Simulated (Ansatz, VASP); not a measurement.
# Ga in VASP and in Ansatz

File INCAR:

```
ALGO     = Normal         # electronic algorithm
EDIFF    = 1E-7           # SCF threshold, eV
ENCUT    = 520            # plane-wave cutoff, eV
GGA      = PE             # functional
ISIF     = 2              # what is computed and relaxed
ISMEAR   = 0              # smearing method
LASPH    = True           # aspherical terms in the spheres
LCHARG   = False          # write CHGCAR
LREAL    = False          # projectors in reciprocal space
LWAVE    = False          # write WAVECAR
NBANDS   = 34             # bands
NELM     = 80             # most SCF steps
PREC     = Accurate       # precision mode
SIGMA    = 0.1            # smearing width, eV
```

The input KPOINTS:

```
k-points
0
Gamma
  6 6 2
```

POSCAR

```
Ga
1.0
    3.0857560482      0.0000000000      0.0000000000
   -1.5428780241      2.6723431276      0.0000000000
    0.0000000000      0.0000000000      9.9521722999
Ga
4
Direct
    0.0000000000      0.0000000000      0.0000000000
    0.0000000000      0.0000000000      0.5000000000
    0.3333333333      0.6666666667      0.7500000000
    0.6666666667      0.3333333333      0.2500000000
```

Input for Ansatz:

```yaml
crystal:
  lattice:
    - [3.0857560482, 0.0, 0.0]
    - [-1.5428780241, 2.6723431276, 0.0]
    - [0.0, 0.0, 9.9521722999]
  atoms:
    - { symbol: Ga, position: [0.0, 0.0, 0.0] }
    - { symbol: Ga, position: [0.0, 0.0, 0.5] }
    - { symbol: Ga, position: [0.3333333333, 0.6666666667, 0.75] }
    - { symbol: Ga, position: [0.6666666667, 0.3333333333, 0.25] }
basis:
  ecutwfc: 420
kpoints:
  mp_grid: { grid: [6, 6, 2] }
hamiltonian:
  xc: pbe
scf:
  occupations: { method: gaussian, width: 0.1 }
  lower_state_search: "off"
output:
  forces: true
  stress: true
  eigenvalues: true
```

Alike in both runs: task single point; functional PBE; k mesh 6 × 6 × 2; occupations gaussian, width 0.1 eV; no spin polarisation.

```csv
,VASP,Ansatz
version,VASP 6.6.1,Ansatz 0.2.0
potentials or method,"VASP PAW PBE potentials, release 64 (Ga_d), cutoff 520 eV","scalar-relativistic, plane waves, PAW"
valence electrons in the cell,52,52
```

```csv
,VASP,Ansatz,Ansatz less VASP
gap on the k mesh at the Fermi level (eV),none,none,-
pressure (GPa),-3.7,-3.7,-0.07
"traceless stress, the component that is largest in VASP (GPa)",1.93,1.92,-0.002
```

A gap of «none» marks a metal or a gap that the smearing closes.

The k mesh is coarse, so the values compare programs but aren't converged.
